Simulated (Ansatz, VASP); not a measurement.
# Two plane-wave programs on Hf

```
CELL_PARAMETERS angstrom
4.96233 0.00000 0.00000
-2.48116 4.29750 0.00000
0.00000 0.00000 3.08623
ATOMIC_POSITIONS crystal
Hf 0.66667 0.33333 0.50000
Hf 0.33333 0.66667 0.50000
Hf 0.00000 0.00000 0.00000
```

Alike in both runs: task single point; functional PBE; k mesh 12 × 12 × 12; occupations gaussian, width 0.05 eV; no spin polarisation.

|  | VASP | Ansatz |
| --- | --- | --- |
| version | VASP 6.6.1 | Ansatz 0.2.0 |
| potentials or method | VASP PAW PBE potentials, release 64 (Hf_pv), cutoff 520 eV | scalar-relativistic, plane waves, PAW |
| valence electrons in the cell | 30 | 78 |

|  | VASP | Ansatz | Ansatz less VASP |
| --- | --- | --- | --- |
| pressure (GPa) | 1.4 | 1.9 | +0.44 |
| traceless stress, the component that is largest in VASP (GPa) | -0.13 | -0.26 | -0.123 |

With one functional, cell and mesh, what is left measures potentials, basis and numerics. VASP's potentials hold 30 valence electrons a cell and Ansatz's 78, so a difference there can come from the potentials and not from the codes.

Neither program's run includes spin-orbit coupling.
